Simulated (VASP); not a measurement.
# Si2W (I4/mmm) in VASP: notebook, part 2 of 2

VASP 6.6.1. Earlier steps stand in the parts before.

### Step 4. Single point, PBE

This run uses another cell than the first one, of the same volume but with other edges.

Input file INCAR:

```
PREC     = Accurate       # precision mode
ENCUT    = 520            # plane-wave cutoff, eV
EDIFF    = 1E-6           # SCF threshold, eV
ISMEAR   = 0              # smearing method
SIGMA    = 0.15           # smearing width, eV
LREAL    = F              # projectors in reciprocal space
LASPH    = T              # aspherical terms in the spheres
NELM     = 100            # most SCF steps
ALGO     = Normal         # electronic algorithm
ISIF     = 2              # what is computed and relaxed
LWAVE    = F              # write WAVECAR
LCHARG   = F              # write CHGCAR
GGA      = PE             # functional
NBANDS   = 18             # bands
```

Input file KPOINTS:

```
Automatic mesh
0
Gamma
  18 18 18
```

Input file POSCAR:

```
Si2W
1.0
   -1.5919705135      1.5919705135      4.0464706513
    1.5919705135     -1.5919705135      4.0464706513
    1.5919705135      1.5919705135     -4.0464706513
Si W
2 1
Direct
    0.3239844684      0.3239844684      0.0000000000
    0.6760155316      0.6760155316      0.0000000000
    0.0000000000      0.0000000000      0.0000000000
```

Potentials or basis: VASP PAW PBE potentials, release 64 (Si, W_sv).

Command:

```bash
> cat potpaw_PBE.64/Si/POTCAR potpaw_PBE.64/W_sv/POTCAR > POTCAR
> mpirun -np 1 vasp_std > vasp.out
```

OUTCAR:

```text
PREC = Accurate
   ENCUT = 520
   EDIFF = 1E-6
   ISMEAR = 0
   LREAL = F
   LASPH = T
   NELM = 100
   ISIF = 2
   GGA = PE

 ion  position               nearest neighbor table
   1  0.324  0.324  0.000-   2 2.55   2 2.55   2 2.55   2 2.55   3 2.62   3 2.66   3 2.66   3 2.66
                             3 2.66   2 2.85
   2  0.676  0.676  0.000-   1 2.55   1 2.55   1 2.55   1 2.55   3 2.62   3 2.66   3 2.66   3 2.66
                             3 2.66   1 2.85
   3  0.000  0.000  0.000-   1 2.62   2 2.62   2 2.66   1 2.66   2 2.66   2 2.66   2 2.66   1 2.66
                             1 2.66   1 2.66

  LATTYP: Found a body centered tetragonal cell.
 ALAT       =     3.1839410270
 C/A-ratio  =     2.5418000001

  Lattice vectors:

 A1 = (  -1.5919705135,   1.5919705135,   4.0464706513)
 A2 = (   1.5919705135,  -1.5919705135,   4.0464706513)
 A3 = (   1.5919705135,   1.5919705135,  -4.0464706513)

Analysis of symmetry for initial positions (statically):
=====================================================================
 Subroutine PRICEL returns:
 Original cell was already a primitive cell.

 Routine SETGRP: Setting up the symmetry group for a
[... 169 lines left out ...]

 E-fermi :  11.8050     XC(G=0): -12.4693

 val. band max:       11.8038378763   @ k =  -0.3889  -0.4444   0.3889
 cond. band min:      11.8130603584   @ k =  -0.3889   0.4444   0.3333
 fundamental gap:      0.0092224821
 Fermi energy:        11.8049533030

 k-point     1 :       0.0000    0.0000    0.0000
  band No.  band energies     occupation
      1     -62.1543      2.00000
      2     -26.4651      2.00000
      3     -26.3154      2.00000
      4     -26.3154      2.00000
      5      -2.3429      2.00000
      6       5.2042      2.00000
[... 481 lines left out ...]
      5      -1.4502      2.00000
      6       5.2065      2.00000
[... 10 lines left out ...]
     17      18.3902      0.00000
     18      19.7064      0.00000

 [... further k-points ...]

------------------------ aborting loop because EDIFF is reached ----------------------------------------

  FORCE on cell =-STRESS in cart. coord.  units (eV):
  Direction    XX          YY          ZZ          XY          YZ          ZX
  --------------------------------------------------------------------------------------
  -------------------------------------------------------------------------------------
  Total        0.9798603      0.9798603     -2.8265553      0.0000000      0.0000000      0.0000000
  in kB       38.2708688     38.2708688   -110.3981103      0.0000000      0.0000000      0.0000000
  external PRESSURE =     -11.2854576 kB  Pullay stress =       0.0000000 kB

 VOLUME and BASIS-vectors are now :
 -----------------------------------------------------------------------------
  energy-cutoff  :      520.00
  volume of cell :       41.02
      direct lattice vectors                 reciprocal lattice vectors
    -1.591970513  1.591970513  4.046470651     0.000000000  0.314076169  0.123564470
     1.591970513 -1.591970513  4.046470651     0.314076169  0.000000000  0.123564470
     1.591970513  1.591970513 -4.046470651     0.314076169  0.314076169  0.000000000

 POSITION                                       TOTAL-FORCE (eV/Angst)
 -----------------------------------------------------------------------------------
      0.00000      0.00000      2.62199         0.000000      0.000000      1.337075
      0.00000      0.00000      5.47095         0.000000      0.000000     -1.337075
      0.00000      0.00000      0.00000        -0.000000     -0.000000     -0.000000
 -----------------------------------------------------------------------------------
    total drift:                                0.000000     -0.000000      0.000000

  FREE ENERGIE OF THE ION-ELECTRON SYSTEM (eV)
  ---------------------------------------------------
  free  energy   TOTEN  =       -24.6389791665 eV

  energy  without entropy=      -24.6326353226  energy(sigma->0) =      -24.63580724
```

OSZICAR:

```text
N       E                     dE             d eps       ncg     rms          rms(c)
DAV:   1     0.130684129109E+03    0.13068E+03   -0.10837E+04 17280   0.123E+03
DAV:   2    -0.210376007169E+02   -0.15172E+03   -0.14818E+03 19810   0.320E+02
DAV:   3    -0.255637154343E+02   -0.45261E+01   -0.44596E+01 21616   0.496E+01
DAV:   4    -0.256057713081E+02   -0.42056E-01   -0.41865E-01 20468   0.495E+00
DAV:   5    -0.256062256443E+02   -0.45434E-03   -0.45429E-03 20418   0.555E-01    0.237E+01
DAV:   6    -0.247664700393E+02    0.83976E+00   -0.47209E+00 18624   0.145E+01    0.770E+00
DAV:   7    -0.246696142038E+02    0.96856E-01   -0.48216E-01 18330   0.362E+00    0.479E+00
DAV:   8    -0.246396125658E+02    0.30002E-01   -0.70452E-02 18794   0.206E+00    0.353E-01
DAV:   9    -0.246391150554E+02    0.49751E-03   -0.15281E-03 20930   0.298E-01    0.213E-01
DAV:  10    -0.246389890133E+02    0.12604E-03   -0.38093E-04 20026   0.170E-01    0.429E-02
DAV:  11    -0.246389792061E+02    0.98072E-05   -0.64284E-05 19328   0.611E-02    0.217E-02
DAV:  12    -0.246389791665E+02    0.39552E-07   -0.33557E-06 15898   0.130E-02
   1 F= -.24638979E+02 E0= -.24635807E+02  d E =-.634384E-02
```

Run time: 2.9 min. Hardware: 1 thread of Intel Xeon 6975P-C (Granite Rapids), shared host; peak memory 0.46 GiB.

Results:

* Free energy: -24.6390 eV
* Pressure: -1.1 GPa
* Largest force: 1.337 eV/Å
* Band gap on the k mesh: zero (bands 11 and 12 overlap by 1.81 eV)

Forces on the atoms (eV/Å):
```
Si   0.000  0.000  1.337
Si   0.000  0.000 -1.337
W    0.000  0.000  0.000
```

Caveat: the stress differs along the axes, from -11 to 4 GPa; spin-orbit coupling is left out, which moves the levels of the heavy elements; forces of over 1 eV/Å act on the atoms, so gaps and moduli don't describe the material at rest.

### Step 5. Summary

```csv
cell,gap on the mesh (eV),pressure (GPa),largest force (eV/Å)
"a = 4.798 Å, angles 142.3, 142.3, 54.4°, 3 atoms, atomic positions A",none,5.4,1.14
"a = 4.798 Å, angles 142.3, 142.3, 54.4°, 3 atoms, atomic positions B",none,3.5,3.30
"a = 4.631 Å, angles 139.8, 139.8, 58.2°, 3 atoms, atomic positions C",none,-1.1,1.34
```

Alike in all rows: task single point; level PBE; potentials or basis VASP PAW PBE potentials, release 64 (Si, W_sv); no spin polarisation; k mesh 18 × 18 × 18; cutoff (eV) 520; smearing gaussian 0.15 eV.

Caveats: spin-orbit coupling is left out, which moves the levels of the heavy elements; forces of over 1 eV/Å act on the atoms, so gaps and moduli don't describe the material at rest; the stress differs along the axes, from -18 to 17 GPa (at least some runs); the stress differs along the axes, from -22 to 16 GPa (at least some runs); the stress differs along the axes, from -11 to 4 GPa (at least some runs).

Absolute energies hang on the potentials; compare differences alone.
